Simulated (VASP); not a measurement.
# PbO in VASP: single point with PBE+D3(BJ)

Aim: the single point of PbO with PBE+D3(BJ).

Everything below comes from runs of VASP 6.6.1. Logs are shortened: lines on timing, memory, paths and dates and some standing lists are left out, and cuts for length are marked.

## (1) The cell of the first run

The cell holds a slab with vacuum, 4 atoms: a = 4.011 Å, b = 4.011 Å, c = 20.414 Å, α = 90.00°, β = 90.00°, γ = 90.00°.

## (2) Single point, PBE+D3(BJ)

File INCAR:

```
SYSTEM = PbO
PREC = Accurate ; ENCUT = 520
EDIFF = 1E-6 ; ISMEAR = 0
SIGMA = 0.05 ; LREAL = .False.
LASPH = .True. ; NELM = 80
ALGO = Normal ; ISIF = 2
LWAVE = .False. ; LCHARG = .True.
LDIPOL = .True. ; IDIPOL = 3
DIPOL = 0.5 0.5 0.500 ; GGA = PE
IVDW = 12 ; LELF = .True.
LVHAR = .True. ; LVACPOTAV = .True.
NBANDS = 28
```

File KPOINTS:

```
Automatic mesh
0
Gamma
  27 27 1
  0 0 0
```

File POSCAR:

```
PbO
1.0
    4.0111793665      0.0000000000      0.0000000000
    0.0000000000      4.0111793665      0.0000000000
    0.0000000000      0.0000000000     20.4144942285
Pb O
2 2
Direct
    0.5000000000      0.0000000000      0.4408632366
    0.0000000000      0.5000000000      0.5591367634
    0.0000000000      0.0000000000      0.5000000113
    0.5000000000      0.5000000000      0.5000000113
```

Potentials or basis: VASP PAW PBE potentials, release 64 (Pb_d, O).

Started as:

```sh
> cat potpaw_PBE.64/Pb_d/POTCAR potpaw_PBE.64/O/POTCAR > POTCAR
> mpirun -np 1 vasp_std > vasp.out
```

OUTCAR:

```text
SYSTEM = PbO
   PREC = Accurate
   ENCUT = 520
   EDIFF = 1E-6
   ISMEAR = 0
   LREAL = .False.
   LASPH = .True.
   NELM = 80
   ISIF = 2
   GGA = PE
   IVDW = 12
 IVDW          = 12

 ion  position               nearest neighbor table
   1  0.500  0.000  0.441-   3 2.34   4 2.34   4 2.34   3 2.34   2 3.72   2 3.72   2 3.72   2 3.72

   2  0.000  0.500  0.559-   3 2.34   4 2.34   3 2.34   4 2.34   1 3.72   1 3.72   1 3.72   1 3.72

   3  0.000  0.000  0.500-   2 2.34   2 2.34   1 2.34   1 2.34
   4  0.500  0.500  0.500-   2 2.34   2 2.34   1 2.34   1 2.34

  LATTYP: Found a simple tetragonal cell.
 ALAT       =     4.0111793665
 C/A-ratio  =     5.0893994916

  Lattice vectors:

 A1 = (   4.0111793665,   0.0000000000,   0.0000000000)
 A2 = (   0.0000000000,   4.0111793665,   0.0000000000)
 A3 = (   0.0000000000,   0.0000000000,  20.4144942285)

Analysis of symmetry for initial positions (statically):
=====================================================================
 Subroutine PRICEL returns:
 Original cell was already a primitive cell.

 Routine SETGRP: Setting up the symmetry group for a
 simple tetragonal supercell.

 Subroutine GETGRP returns: Found 16 space group operations
 (whereof  8 operations were pure point group operations)
 out of a pool of 16 trial point group operations.

The static configuration has the point symmetry D_2d.
 The point group associated with its full space group is D_4h.

Analysis of symmetry for dynamics (positions and initial velocities):
=====================================================================
 Subroutine PRICEL returns:
 Original cell was already a primitive cell.

 Routine SETGRP: Setting up the symmetry group for a
 simple tetragonal supercell.

 Subroutine GETGRP returns: Found 16 space group operations
 (whereof  8 operations were pure point group operations)
 out of a pool of 16 trial point group operations.

The dynamic configuration has the point symmetry D_2d.
 The point group associated with its full space group is D_4h.

 Subroutine INISYM returns: Found 16 space group operations
 (whereof  8 operations are pure point group operations),
 and found     1 'primitive' translations

----------------------------------------------------------------------------------------

                                     Primitive cell

  volume of cell :     328.4602

  direct lattice vectors                    reciprocal lattice vectors
[... 94 lines left out ...]
   NSW    =      0    number of steps for IOM
   IBRION =     -1    ionic relax: 0-MD 1-quasi-New 2-CG
   NFREE  =      0    steps in history (QN), initial steepest desc. (CG)
   ISIF   =      2    stress and relaxation
   ISYM   =      2    0-nonsym 1-usesym 2-fastsym
   POTIM  = 0.5000    time-step for ionic-motion
   TEBEG  =    0.0;   TEEND  =   0.0 temperature during run
   PSTRESS=    0.0 pullay stress
   NELECT =      40.0000    total number of electrons
   NUPDOWN=      -1.0000    fix difference up-down
   EMIN   =  10.00;   EMAX   =-10.00  energy-range for DOS
   EFERMI =   0.00;   METHOD = LEGACY
   ISMEAR =     0;   SIGMA  =   0.05  broadening in eV -4-tet -1-fermi 0-gaus
   EFERMI_NEDOS =   21; number of points for ismear=-14 and -15
   IALGO  =     38    algorithm
   IMIX   =      4    mixing-type and parameters
     AMIX     =   0.40;   BMIX     =  1.00
     AMIX_MAG =   1.60;   BMIX_MAG =  1.00
  volume/ion in A,a.u.               =      82.12       554.14
  Fermi-wavevector in a.u.,A,eV,Ry     =   0.811460  1.533437  8.958997  0.658468
  Thomas-Fermi vector in A             =   1.920824
   LORBIT       =      0    0 simple, 1 ext, 2 COOP (PROOUT), +10 PAW based schemes
   GGA     = PE    functional components
   LHFCALC =     F    Hartree Fock is set to
   AEXX    =    0.0000 exact exchange contribution
   IVDW    =    12    specifies the selected vdW correction
   LEPSILON=     F    determine dielectric tensor
   LRPA    =     F    only Hartree local field effects (RPA)
 non-spin polarized calculation
 Gauss-broadening in eV      SIGMA  =   0.05
  energy-cutoff  :      520.00
  volume of cell :      328.46
 maximum number of plane-waves:      8947
 NGX is ok and might be reduce to    30
   NGX = 15   NGY = 15   NGZ = 75

 number of electron      40.0000008 magnetization

 dipolmoment           0.000000      0.000000     -0.000002 electrons x Angstroem

 Free energy of the ion-electron system (eV)
  ---------------------------------------------------
  ext. energy  EPLUGINS =         0.00000000
  ---------------------------------------------------
  free energy    TOTEN  =       -21.46086169 eV

  energy without entropy =      -21.46086169  energy(sigma->0) =      -21.46086169

 E-fermi :  -2.0806     XC(G=0):  -3.0221

 val. band max:       -2.3362507673   @ k =   0.0000   0.0000   0.0000
 cond. band min:       0.2489657393   @ k =   0.0000   0.0000   0.0000
 fundamental gap:      2.5852165066
 Fermi energy:        -2.0805986478

 k-point     1 :       0.0000    0.0000    0.0000
  band No.  band energies     occupation
      1     -19.9224      2.00000
      2     -19.4595      2.00000
      3     -17.7655      2.00000
      4     -17.7655      2.00000
      5     -17.7412      2.00000
      6     -17.7177      2.00000
[... 733 lines left out ...]
     27       4.2890      0.00000
     28       4.5092      0.00000

 [... further k-points ...]

------------------------ aborting loop because EDIFF is reached ----------------------------------------

 Edisp (eV)   -0.55050

 E8    (eV) :    -0.2615

  FORCE on cell =-STRESS in cart. coord.  units (eV):
  Direction    XX          YY          ZZ          XY          YZ          ZX
  --------------------------------------------------------------------------------------
  -------------------------------------------------------------------------------------
  Total       0.04126     0.04126     0.01306     0.00000     0.00000     0.00000
  in kB       0.20126     0.20126     0.06370     0.00000     0.00000     0.00000
  external pressure =        0.16 kB  Pullay stress =        0.00 kB

 VOLUME and BASIS-vectors are now :
 -----------------------------------------------------------------------------
  energy-cutoff  :      520.00
  volume of cell :      328.46
      direct lattice vectors                 reciprocal lattice vectors
     4.011179367  0.000000000  0.000000000     0.249303237  0.000000000  0.000000000
     0.000000000  4.011179367  0.000000000     0.000000000  0.249303237  0.000000000
     0.000000000  0.000000000 20.414494229     0.000000000  0.000000000  0.048984804

 POSITION                                       TOTAL-FORCE (eV/Angst)
 -----------------------------------------------------------------------------------
      2.00559      0.00000      9.00000         0.000000      0.000000     -0.038527
      0.00000      2.00559     11.41449        -0.000000      0.000000      0.038527
      0.00000      0.00000     10.20725        -0.000000      0.000000      0.000000
      2.00559      2.00559     10.20725         0.000000      0.000000      0.000000
 -----------------------------------------------------------------------------------
    total drift:                                0.000000      0.000000     -0.000846

  FREE ENERGIE OF THE ION-ELECTRON SYSTEM (eV)
  ---------------------------------------------------
  free  energy   TOTEN  =       -22.0113573212 eV

  energy  without entropy=      -22.0113573212  energy(sigma->0) =      -22.01135732

 vacuum level on the upper side and lower side of the slab         2.232         2.232
```

Wall time 19 min (1 thread of Oxide Virtual Turin-like, shared host); peak memory 0.91 GiB.

What came out:

```yaml
Free_energy: -22.0114 eV
Largest_force: 0.039 eV/Å
Band_gap_on_the_k_mesh: 2.59 eV
Dispersion_energy_per_atom: -0.138 eV
```

Forces in eV/Å, atoms in the order of the input:
```
Pb   0.000  0.000 -0.039
Pb   0.000  0.000  0.039
O    0.000  0.000  0.000
O    0.000  0.000  0.000
```

Caveat: spin-orbit coupling is left out, which moves the levels of the heavy elements.
